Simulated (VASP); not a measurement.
Here is a VASP 6.6.1 calculation.

INCAR

```
  ALGO = Normal
  EDIFF = 1E-7
  ENCUT = 520
  GGA = CA
  ISIF = 2
  ISMEAR = 0
  LASPH = T
  LCHARG = F
  LREAL = F
  LWAVE = F
  NBANDS = 18
  NELM = 60
  PREC = Accurate
  SIGMA = 0.01
```

The input KPOINTS:

```
k-points
0
Gamma
  12 12 6
```

The input POSCAR:

```
LiF
1.0
    3.2800799273      0.0000000000      0.0000000000
   -1.6400399637      2.8406325435      0.0000000000
    0.0000000000      0.0000000000      3.9995957589
Li F
2 2
Direct
    0.3333333333      0.6666666667      0.2500000000
    0.6666666667      0.3333333333      0.7500000000
    0.6666666667      0.3333333333      0.2500000000
    0.3333333333      0.6666666667      0.7500000000
```

Potentials or basis: VASP PAW LDA potentials, release 64 (Li_sv, F).

Launch:

```sh
$ cat potpaw_LDA.64/Li_sv/POTCAR potpaw_LDA.64/F/POTCAR > POTCAR
$ mpirun -np 1 vasp_std > vasp.out
```

Q: Predict the band gap on the k mesh.

A: 7.50 eV.

 A k mesh can miss the band edges.
